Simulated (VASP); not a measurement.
Input of a VASP 6.6.1 run:

Contents of INCAR:

```
SYSTEM = Sn
PREC = Accurate
ENCUT = 520
EDIFF = 1E-7
ISMEAR = -1
SIGMA = 0.05
LREAL = .FALSE.
LASPH = .TRUE.
NELM = 100
ALGO = Normal
ISIF = 2
LWAVE = .FALSE.
LCHARG = .FALSE.
GGA = PE
NBANDS = 13
```

Contents of KPOINTS:

```
regular mesh
0
G
  13 13 12
  0 0 0
```

POSCAR

```
Sn
1.0
    3.2132300259      0.0000000000      0.0000000000
   -1.6066150129      2.7827388306      0.0000000000
    0.0000000000      0.0000000000      3.0272191657
Sn
1
Direct
    0.0000000000      0.0000000000      0.0000000000
```

Potentials or basis: VASP PAW PBE potentials, release 64 (Sn_d).

Command:

```bash
$ cat potpaw_PBE.64/Sn_d/POTCAR > POTCAR
$ mpirun -np 1 vasp_std > vasp.out
```

Q: Estimate the band gap on the k mesh.

A: Zero (band 7 reaches 13.51 eV, above the bottom of band 8 at 5.80 eV).

Q: Estimate the pressure.

A: 2.6 GPa.

Caveat: spin-orbit coupling is left out, which moves the levels of the heavy elements.
